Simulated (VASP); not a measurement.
GaSb (zinc blende type), 2 atoms in the cell. The structure is cubic, space group F-43m (No. 216). Conventional cell: a = 6.220 Å, b = 6.220 Å, c = 6.220 Å, α = 90.00°, β = 90.00°, γ = 90.00°. Within 3.6 Å of Ga (site symmetry -43m) lie 4 Sb at 2.69 Å. Sb (site symmetry -43m) has 4 Ga at 2.69 Å within 3.6 Å. 

```yaml
Program: VASP 6.6.1
Task: single point
Functional: PBE
Potentials_or_basis: VASP PAW PBE potentials, release 64 (Ga_d, Sb)
Cutoff: 520 eV
k_mesh: 6 × 6 × 6
Occupations: fermi-dirac, width 0.02 eV
Spin: no spin polarisation
Dipole_correction: no
Further_INCAR_settings: ALGO = Normal; EDIFF = 1e-06; NBANDS = 16
```

Potentials or basis: VASP PAW PBE potentials, release 64 (Ga_d, Sb).

Command:

```sh
$ cat potpaw_PBE.64/Ga_d/POTCAR potpaw_PBE.64/Sb/POTCAR > POTCAR
$ mpirun -np 1 vasp_std > vasp.out
```

Hardware: 1 thread of Intel Xeon 8259CL, with other jobs on the host.

**Question.** Estimate the wall time of this run.

**Answer.** Wall time 24 s on 1 thread of Intel Xeon 8259CL, with other jobs on the host, peak memory 0.21 GiB. Counts: scf iterations 13, k points 16.
